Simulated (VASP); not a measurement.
Pd, 1 atom in the cell. The structure is cubic, space group Fm-3m (No. 225). The conventional cell has a = 3.916 Å, b = 3.916 Å, c = 3.916 Å, α = 90.00°, β = 90.00°, γ = 90.00°. Pd (site symmetry m-3m) has 12 Pd at 2.77 Å within 3.6 Å.  This cell differs from its parent crystal: volume scaled by 1.02.

| Quantity | Value |
| --- | --- |
| Program | VASP 6.6.1 |
| Task | single point |
| Functional | PBE |
| Potentials or basis | VASP PAW PBE potentials, release 64 (Pd) |
| Cutoff | 520 eV |
| k mesh | 18 × 18 × 18 |
| Occupations | fermi-dirac, width 0.05 eV |
| Spin | no spin polarisation |
| Dipole correction | no |
| Further INCAR settings | ALGO = Normal; EDIFF = 1e-06; NBANDS = 11 |

Potentials or basis: VASP PAW PBE potentials, release 64 (Pd).

Launch:

```console
$ cat potpaw_PBE.64/Pd/POTCAR > POTCAR
$ mpirun -np 1 vasp_std > vasp.out
```

Hardware: 1 thread of AMD EPYC 7R13 (shared host).

**Question.** How long does it take, and how much memory?

**Answer.** Wall time 78 s on 1 thread of AMD EPYC 7R13, on a shared host, peak memory 0.13 GiB. Counts: scf iterations 11, k points 195.
